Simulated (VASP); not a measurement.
Set up this calculation in VASP 6.6.1, as the native input.

- Task: single point
- Functional: PBE
- Potentials or basis: VASP PAW PBE potentials, release 64 (Cu)
- Cutoff: 520 eV
- k mesh: 20 × 20 × 20
- Occupations: gaussian, width 0.1 eV
- Spin: no spin polarisation
- Dipole correction: no
- Further INCAR settings: ALGO = Normal; EDIFF = 1e-06; NBANDS = 12

The structure of Cu lies in POSCAR:

```
Cu
1.0
   -1.4423641336      1.4423641336      1.4423641336
    1.4423641336     -1.4423641336      1.4423641336
    1.4423641336      1.4423641336     -1.4423641336
Cu
1
Direct
    0.0000000000      0.0000000000      0.0000000000
```

This isn't the form of Cu at room conditions, which is fcc.

One way to write it, as run:

INCAR

```
PREC     = Accurate       # precision mode
ENCUT    = 520            # plane-wave cutoff, eV
EDIFF    = 1E-6           # SCF threshold, eV
ISMEAR   = 0              # smearing method
SIGMA    = 0.1            # smearing width, eV
LREAL    = F              # projectors in reciprocal space
LASPH    = T              # aspherical terms in the spheres
NELM     = 60             # most SCF steps
ALGO     = Normal         # electronic algorithm
ISIF     = 2              # what is computed and relaxed
LWAVE    = F              # write WAVECAR
LCHARG   = F              # write CHGCAR
GGA      = PE             # functional
NBANDS   = 12             # bands
```

KPOINTS

```
Automatic mesh
0
Gamma
  20 20 20
```

Potentials or basis: VASP PAW PBE potentials, release 64 (Cu).

Run with:

```sh
$ cat potpaw_PBE.64/Cu/POTCAR > POTCAR
$ mpirun -np 1 vasp_std > vasp.out
```

Results of the run:

* Pressure: 0.6 GPa
* Band gap on the k mesh: zero (an odd number of electrons rules out a gap without spin polarisation)

Wall time 55 s on 1 thread of Intel Xeon 8259CL, on a shared host, peak memory 0.15 GiB.
